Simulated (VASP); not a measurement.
# Cs (Im-3m) in VASP: a series of runs

Cs is run at these levels: PBE+D3(BJ); tasks: single point, relaxation of cell and atoms.

Everything below comes from runs of VASP 6.6.1. Logs are shortened: lines on timing, memory, paths and dates and some standing lists are left out, and cuts for length are marked.

## (1) The cell of the first run

It takes space group Im-3m (No. 229, cubic). Conventional cell: a = 6.043 Å, b = 6.043 Å, c = 6.043 Å, α = 90.00°, β = 90.00°, γ = 90.00°.

## (2) Single point, PBE+D3(BJ)

Input file INCAR:

```
ALGO     = Normal         # electronic algorithm
EDIFF    = 1E-6           # SCF threshold, eV
ENCUT    = 520            # plane-wave cutoff, eV
GGA      = PE             # functional
ISIF     = 2              # what is computed and relaxed
ISMEAR   = 0              # smearing method
IVDW     = 12             # dispersion correction
LASPH    = T              # aspherical terms in the spheres
LCHARG   = F              # write CHGCAR
LREAL    = F              # projectors in reciprocal space
LWAVE    = F              # write WAVECAR
NBANDS   = 10             # bands
NELM     = 60             # most SCF steps
PREC     = Accurate       # precision mode
SIGMA    = 0.1            # smearing width, eV
```

Input file KPOINTS:

```
k-points
0
Gamma
  10 10 10
```

Input file POSCAR:

```
Cs
1.0
   -3.0215852247      3.0215852247      3.0215852247
    3.0215852247     -3.0215852247      3.0215852247
    3.0215852247      3.0215852247     -3.0215852247
Cs
1
Direct
    0.0000000000      0.0000000000      0.0000000000
```

Potentials or basis: VASP PAW PBE potentials, release 64 (Cs_sv).

Started as:

```bash
> cat potpaw_PBE.64/Cs_sv/POTCAR > POTCAR
> mpirun -np 1 vasp_std > vasp.out
```

OUTCAR:

```text
EDIFF = 1E-6
   ENCUT = 520
   GGA = PE
   ISIF = 2
   ISMEAR = 0
   IVDW = 12
   LASPH = T
   LREAL = F
   NELM = 60
   PREC = Accurate
 IVDW          = 12

 ion  position               nearest neighbor table
   1  0.000  0.000  0.000-

  LATTYP: Found a body centered cubic cell.
 ALAT       =     6.0431704494

  Lattice vectors:

 A1 = (  -3.0215852247,   3.0215852247,   3.0215852247)
 A2 = (   3.0215852247,  -3.0215852247,   3.0215852247)
 A3 = (   3.0215852247,   3.0215852247,  -3.0215852247)

Analysis of symmetry for initial positions (statically):
=====================================================================
 Subroutine PRICEL returns:
 Original cell was already a primitive cell.

 Routine SETGRP: Setting up the symmetry group for a
 body centered cubic supercell.

 Subroutine GETGRP returns: Found 48 space group operations
 (whereof 48 operations were pure point group operations)
 out of a pool of 48 trial point group operations.

The static configuration has the point symmetry O_h .

Analysis of symmetry for dynamics (positions and initial velocities):
=====================================================================
 Subroutine PRICEL returns:
 Original cell was already a primitive cell.

 Routine SETGRP: Setting up the symmetry group for a
 body centered cubic supercell.

 Subroutine GETGRP returns: Found 48 space group operations
 (whereof 48 operations were pure point group operations)
 out of a pool of 48 trial point group operations.

The dynamic configuration has the point symmetry O_h .

 Subroutine INISYM returns: Found 48 space group operations
 (whereof 48 operations are pure point group operations),
 and found     1 'primitive' translations

----------------------------------------------------------------------------------------

                                     Primitive cell

  volume of cell :     110.3480

  direct lattice vectors                    reciprocal lattice vectors
    -3.021585225  3.021585225  3.021585225     0.000000000  0.165476054  0.165476054
     3.021585225 -3.021585225  3.021585225     0.165476054  0.000000000  0.165476054
     3.021585225  3.021585225 -3.021585225     0.165476054  0.165476054  0.000000000

  length of vectors
     5.233539129  5.233539129  5.233539129     0.234018480  0.234018480  0.234018480

  position of ions in fractional coordinates (direct lattice)
     0.000000000  0.000000000  0.000000000

  ion indices of the primitive-cell ions
   primitive index   ion index
                 1           1

----------------------------------------------------------------------------------------

 KPOINTS: k-points

Automatic generation of k-mesh.
 Grid dimensions read from file:
 generate k-points for:   10   10   10

 Generating k-lattice:

  Cartesian coordinates                     Fractional coordinates (reciprocal lattice)
     0.000000000  0.016547605  0.016547605     0.100000000  0.000000000  0.000000000
     0.016547605  0.000000000  0.016547605     0.000000000  0.100000000  0.000000000
     0.016547605  0.016547605  0.000000000     0.000000000  0.000000000  0.100000000

  Length of vectors
     0.023401848  0.023401848  0.023401848

  Shift w.r.t. Gamma in fractional coordinates (k-lattice)
     0.000000000  0.000000000  0.000000000

 Subroutine IBZKPT returns following result:
 ===========================================

 Found     47 irreducible k-points:

 Following reciprocal coordinates:
            Coordinates               Weight
  0.000000  0.000000  0.000000      1.000000
  0.100000  0.000000  0.000000     12.000000
  0.200000  0.000000  0.000000     12.000000
  0.300000  0.000000  0.000000     12.000000
  0.400000  0.000000  0.000000     12.000000
  0.500000  0.000000  0.000000      6.000000
[... 16 lines left out ...]
  0.300000  0.300000  0.100000      8.000000
 -0.300000  0.300000  0.100000     24.000000
 [... further k-points ...]
   k-points           NKPTS =     47   k-points in BZ     NKDIM =     47   number of bands    NBANDS=     10
   number of dos      NEDOS =    301   number of ions     NIONS =      1
   total plane-waves  NPLWV =  64000
   dimension x,y,z NGX =    40 NGY =   40 NGZ =   40
   dimension x,y,z NGXF=    80 NGYF=   80 NGZF=   80
   ions per type =               1
   NGX,Y,Z   is equivalent  to a cutoff of  12.71, 12.71, 12.71 a.u.
   NGXF,Y,Z  is equivalent  to a cutoff of  25.41, 25.41, 25.41 a.u.
 SYSTEM =  unknown system
   PREC   = accura    normal or accurate (medium, high low for compatibility)
   ISTART =      0    job   : 0-new  1-cont  2-samecut
   ICHARG =      2    charge: 1-file 2-atom 10-const
   ISPIN  =      1    spin polarized calculation?
   LNONCOLLINEAR =      F non collinear calculations
   LSORBIT =      F    spin-orbit coupling
   LASPH  =      T    aspherical Exc in radial PAW
   ENCUT  =  520.0 eV  38.22 Ry    6.18 a.u.   9.73  9.73  9.73*2*pi/ulx,y,z
   NELM   =     60;   NELMIN=  2; NELMDL= -5     # of ELM steps
   EDIFF  = 0.1E-05   stopping-criterion for ELM
   LREAL  =      F    real-space projection
   EDIFFG = 0.1E-04   stopping-criterion for IOM
   NSW    =      0    number of steps for IOM
   IBRION =     -1    ionic relax: 0-MD 1-quasi-New 2-CG
   NFREE  =      0    steps in history (QN), initial steepest desc. (CG)
   ISIF   =      2    stress and relaxation
   ISYM   =      2    0-nonsym 1-usesym 2-fastsym
   POTIM  = 0.5000    time-step for ionic-motion
   TEBEG  =    0.0;   TEEND  =   0.0 temperature during run
   PSTRESS=    0.0 pullay stress
   NELECT =       9.0000    total number of electrons
   NUPDOWN=      -1.0000    fix difference up-down
   EMIN   =  10.00;   EMAX   =-10.00  energy-range for DOS
   EFERMI =   0.00;   METHOD = LEGACY
   ISMEAR =     0;   SIGMA  =   0.10  broadening in eV -4-tet -1-fermi 0-gaus
   EFERMI_NEDOS =   21; number of points for ismear=-14 and -15
   IALGO  =     38    algorithm
   IMIX   =      4    mixing-type and parameters
     AMIX     =   0.40;   BMIX     =  1.00
     AMIX_MAG =   1.60;   BMIX_MAG =  1.00
  volume/ion in A,a.u.               =     110.35       744.67
  Fermi-wavevector in a.u.,A,eV,Ry     =   0.709960  1.341631  6.857933  0.504044
  Thomas-Fermi vector in A             =   1.796681
   LORBIT       =      0    0 simple, 1 ext, 2 COOP (PROOUT), +10 PAW based schemes
   GGA     = PE    functional components
   LHFCALC =     F    Hartree Fock is set to
   AEXX    =    0.0000 exact exchange contribution
   IVDW    =    12    specifies the selected vdW correction
   LEPSILON=     F    determine dielectric tensor
   LRPA    =     F    only Hartree local field effects (RPA)
 non-spin polarized calculation
 Gauss-broadening in eV      SIGMA  =   0.10
  energy-cutoff  :      520.00
  volume of cell :      110.35
 maximum number of plane-waves:      3043
   NGX = 19   NGY = 19   NGZ = 19

 number of electron       8.9999998 magnetization

 Free energy of the ion-electron system (eV)
  ---------------------------------------------------
  ext. energy  EPLUGINS =         0.00000000
  ---------------------------------------------------
  free energy    TOTEN  =        -0.84880245 eV

  energy without entropy =       -0.83938211  energy(sigma->0) =       -0.84409228

 E-fermi :   0.5658     XC(G=0):  -5.5119

 val. band max:        0.5361365877   @ k =  -0.3000   0.3000   0.3000
 cond. band min:       0.5776161200   @ k =   0.5000   0.0000   0.0000
 fundamental gap:      0.0414795323
 Fermi energy:         0.5658286296

 k-point     1 :       0.0000    0.0000    0.0000
  band No.  band energies     occupation
      1     -23.2762      2.00000
      2     -10.0125      2.00000
      3     -10.0125      2.00000
      4     -10.0125      2.00000
      5      -1.1610      2.00000
      6       3.0766      0.00000
      7       3.0766      0.00000
      8       3.0766      0.00000
      9       3.9648      0.00000
     10       3.9648      0.00000

 k-point     2 :       0.1000    0.0000    0.0000
  band No.  band energies     occupation
      1     -23.2754      2.00000
      2     -10.0282      2.00000
      3     -10.0175      2.00000
      4     -10.0125      2.00000
      5      -1.0457      2.00000
      6       2.9531      0.00000
      7       2.9653      0.00000
      8       3.1926      0.00000
      9       3.7889      0.00000
     10       3.9438      0.00000

 k-point     3 :       0.2000    0.0000    0.0000
  band No.  band energies     occupation
      1     -23.2733      2.00000
      2     -10.0686      2.00000
      3     -10.0306      2.00000
      4     -10.0126      2.00000
      5      -0.7177      2.00000
      6       2.5522      0.00000
      7       2.6887      0.00000
      8       3.5353      0.00000
      9       3.7516      0.00000
     10       3.9351      0.00000

 k-point     4 :       0.3000    0.0000    0.0000
  band No.  band energies     occupation
      1     -23.2708      2.00000
      2     -10.1173      2.00000
      3     -10.0467      2.00000
      4     -10.0127      2.00000
      5      -0.2329      2.00000
      6       2.0646      0.00000
      7       2.4319      0.00000
      8       3.8750      0.00000
      9       4.0199      0.00000
     10       4.0877      0.00000
[... 222 lines left out ...]
 k-point    22 :      -0.2000    0.2000    0.1000
  band No.  band energies     occupation
      1     -23.2726      2.00000
      2     -10.0686      2.00000
      3     -10.0359      2.00000
      4     -10.0250      2.00000
      5      -0.6103      2.00000
      6       2.5779      0.00000
      7       2.7481      0.00000
      8       3.2210      0.00000
      9       3.5030      0.00000
     10       4.2955      0.00000

 k-point    23 :       0.3000    0.3000    0.1000
  band No.  band energies     occupation
      1     -23.2674      2.00000
      2     -10.1119      2.00000
      3     -10.1119      2.00000
      4     -10.0456      2.00000
      5       1.4491      0.00000
      6       1.5013      0.00000
      7       1.5013      0.00000
      8       3.5427      0.00000
      9       4.3871      0.00000
     10       4.3871      0.00000

 k-point    24 :      -0.3000    0.3000    0.1000
  band No.  band energies     occupation
      1     -23.2701      2.00000
      2     -10.1151      2.00000
      3     -10.0522      2.00000
      4     -10.0246      2.00000
      5      -0.1324      2.00000
      6       2.0649      0.00000
      7       2.5155      0.00000
      8       3.3436      0.00000
      9       4.0470      0.00000
     10       4.3372      0.00000

 [... further k-points ...]

------------------------ aborting loop because EDIFF is reached ----------------------------------------

 Edisp (eV)   -0.09257

 E8    (eV) :    -0.0554

  FORCE on cell =-STRESS in cart. coord.  units (eV):
  Direction    XX          YY          ZZ          XY          YZ          ZX
  --------------------------------------------------------------------------------------
  -------------------------------------------------------------------------------------
  Total      -0.00627    -0.00627    -0.00627    -0.00000     0.00000     0.00000
  in kB      -0.09101    -0.09101    -0.09101    -0.00000     0.00000     0.00000
  external pressure =       -0.09 kB  Pullay stress =        0.00 kB

 VOLUME and BASIS-vectors are now :
 -----------------------------------------------------------------------------
  energy-cutoff  :      520.00
  volume of cell :      110.35
      direct lattice vectors                 reciprocal lattice vectors
    -3.021585225  3.021585225  3.021585225     0.000000000  0.165476054  0.165476054
     3.021585225 -3.021585225  3.021585225     0.165476054  0.000000000  0.165476054
     3.021585225  3.021585225 -3.021585225     0.165476054  0.165476054  0.000000000

 POSITION                                       TOTAL-FORCE (eV/Angst)
 -----------------------------------------------------------------------------------
      0.00000      0.00000      0.00000        -0.000000     -0.000000     -0.000000
 -----------------------------------------------------------------------------------
    total drift:                               -0.000000      0.000000     -0.000000

  FREE ENERGIE OF THE ION-ELECTRON SYSTEM (eV)
  ---------------------------------------------------
  free  energy   TOTEN  =        -0.9413737981 eV

  energy  without entropy=       -0.9319534591  energy(sigma->0) =       -0.93666363
```

It took 49 s on 1 thread of Intel Xeon 8259CL, shared host; peak memory 0.26 GiB.

Results:

- Free energy: -0.9414 eV
- Pressure: 0.0 GPa
- Band gap on the k mesh: zero (an odd number of electrons rules out a gap without spin polarisation)
- Dispersion energy per atom: -0.093 eV

Caveat: spin-orbit coupling is left out, which moves the levels of the heavy elements.

## (3) Relaxation of cell and atoms, PBE+D3(BJ)

Input file INCAR:

```
  ALGO = Normal
  EDIFF = 1E-6
  EDIFFG = -0.005
  ENCUT = 600
  GGA = PE
  IBRION = 2
  ISIF = 3
  ISMEAR = 0
  IVDW = 12
  LASPH = True
  LCHARG = False
  LREAL = False
  LWAVE = False
  NELM = 100
  NSW = 100
  PREC = Accurate
  SIGMA = 0.1
```

KPOINTS is that of step 2.

POSCAR is that of step 2.

Potentials or basis: VASP PAW PBE potentials, release 64 (Cs_sv).

Started as:

```bash
> cat potpaw_PBE.64/Cs_sv/POTCAR > POTCAR
> mpirun -np 1 vasp_std > vasp.out
```

Wall time 58 s (1 thread of Intel Xeon 8259CL, shared host); peak memory 0.28 GiB.

It converged, with:

```
Free energy                : -0.9414 eV
Pressure after relaxing    : 0.0 GPa
Band gap on the k mesh     : zero (an odd number of electrons rules out a gap without spin polarisation)
Dispersion energy per atom : -0.093 eV
```

Final structure:
```cif
data_structure
_symmetry_space_group_name_H-M 'P 1'
_symmetry_Int_Tables_number 1
_cell_length_a 5.2335
_cell_length_b 5.2335
_cell_length_c 5.2335
_cell_angle_alpha 109.471
_cell_angle_beta 109.471
_cell_angle_gamma 109.471
_cell_volume 110.35
loop_
_atom_site_label
_atom_site_type_symbol
_atom_site_fract_x
_atom_site_fract_y
_atom_site_fract_z
_atom_site_occupancy
Cs1 Cs 0.00000 0.00000 0.00000 1
```

Levels at points of the mesh, in eV from the Fermi level:
```tsv
k point	band 1	band 2	band 3	band 4	band 5	band 6	band 7	band 8
(0.00, 0.00, 0.00)	-23.84	-10.58	-10.58	-10.58	-1.73	2.51	2.51	2.51
(0.50, 0.00, 0.00)	-23.83	-10.74	-10.63	-10.58	0.01	0.91	1.63	3.25
(0.50, 0.50, 0.50)	-23.83	-10.69	-10.69	-10.69	0.61	0.61	3.11	3.11
```

Caveat: spin-orbit coupling is left out, which moves the levels of the heavy elements.

The gap in the log of VASP goes by the Fermi energy; the results here count the filled bands.